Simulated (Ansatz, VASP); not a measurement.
**Ta: VASP beside Ansatz**

```
Ta
1.0
     3.25285    0.00000    0.00000
     0.00000    3.25285    0.00000
     0.00000    0.00000   20.21340
Ta
4
Direct
  0.50000 0.50000 0.19789
  0.00000 0.00000 0.27835
  0.50000 0.50000 0.35802
  0.00000 0.00000 0.43107
```

Alike in both runs: task single point; functional LDA; k mesh 8 × 8 × 1; occupations gaussian, width 0.1 eV; no spin polarisation.

|  | VASP | Ansatz |
| --- | --- | --- |
| version | VASP 6.6.1 | Ansatz 0.2.0 |
| potentials or method | VASP PAW LDA potentials, release 64 (Ta_pv), cutoff 520 eV | scalar-relativistic, plane waves, PAW |
| valence electrons in the cell | 44 | 52 |

```csv
,VASP,Ansatz,Ansatz less VASP
gap on the k mesh at the Fermi level (eV),none,none,-
rms of the force components (eV/Å),0.319,0.325,+0.0056
"work function, face that differs most (eV)",4.22,4.23,+0.003
```

Ansatz warns that its potentials were made for another functional, while VASP's fit it. LDA's correlation is that of Perdew and Zunger in VASP and of Perdew and Wang (1992) in Ansatz. Atom by atom the forces differ by 0.024 eV/Å (rms over components). A gap of «none» marks a metal or a gap that the smearing closes. VASP's potentials hold 44 valence electrons a cell and Ansatz's 52, so a difference there can come from the potentials and not from the codes. Ansatz's warnings: vacuum below fermi.

Spin-orbit coupling is off throughout.
